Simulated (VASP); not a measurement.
**AlN: relaxation of cell and atoms with PBE0**

AlN:

```xyz
2
Lattice="0.0000 2.0345 2.0345 2.0345 0.0000 2.0345 2.0345 2.0345 0.0000" Properties=species:S:1:pos:R:3 pbc="T T T"
Al    2.0345    2.0345    2.0345
N     0.0000    0.0000    0.0000
```

```json
{"Program": "VASP 6.6.1", "Task": "relaxation of cell and atoms", "Functional": "PBE0", "Potentials or basis": "VASP PAW PBE potentials, release 64 (Al, N)", "Cutoff": "600 eV", "k mesh": "6 × 6 × 6", "Occupations": "fermi-dirac, width 0.05 eV", "Spin": "no spin polarisation", "Dipole correction": "no", "Grid for exact exchange (PRECFOCK)": "Normal", "Further INCAR settings": "ALGO = Normal; EDIFF = 1e-06; IBRION = 2; EDIFFG = -0.01; NSW = 60; ISIF = 3", "Share of exact exchange": "0.25"}
```

```json
{"Relaxed volume": "8.19 Å³/atom", "Relaxed cell": "a = 2.850 Å, b = 2.850 Å, c = 2.850 Å, α = 60.00°, β = 60.00°, γ = 60.00°", "Space group after relaxing (to 0.1 Å)": "Fm-3m (No. 225)", "Energy gained by relaxing": "5.7 meV/atom", "Ionic steps": "3", "Pressure after relaxing": "0.0 GPa", "Band gap on the k mesh": "6.85 eV (least direct gap 8.12 eV)"}
```

The path:
| step | energy change (eV) | largest force (eV/Å) | pressure (GPa) | volume (Å³) |
| --- | --- | --- | --- | --- |
| 1 | 0.0000 | 0.0000 | -7.59 | 16.84 |
| 2 | 0.0015 | 0.0000 | 8.86 | 15.89 |
| 3 | -0.0115 | 0.0000 | -0.03 | 16.37 |

Final structure:
```
Al N
1.0
     0.00000    2.01537    2.01537
     2.01537    0.00000    2.01537
     2.01537    2.01537    0.00000
Al N
1 1
Direct
  0.50000 0.50000 0.50000
  0.00000 0.00000 0.00000
```

Levels at points of the mesh, in eV from the valence-band top:
| k point | band 1 | band 2 | band 3 | band 4 | band 5 | band 6 | band 7 | band 8 |
| --- | --- | --- | --- | --- | --- | --- | --- | --- |
| (0.00, 0.00, 0.00) | -19.34 | 0.00 | 0.00 | 0.00 | 8.12 | 14.62 | 14.62 | 14.62 |
| (0.50, 0.00, 0.00) | -15.82 | -9.10 | -1.18 | -1.18 | 8.37 | 13.46 | 13.46 | 16.47 |
| (0.50, 0.50, 0.00) | -14.75 | -8.12 | -3.09 | -3.09 | 6.85 | 7.36 | 17.15 | 20.43 |

It took 20 min on 1 thread of Intel Xeon 8259CL, with other jobs on the host, peak memory 0.15 GiB.

Caveat: the k points lie up to 0.45 Å⁻¹ apart in the final cell; the PAW data sets were made with another functional, which shifts forces and pressure a little. A k mesh can miss the band edges.
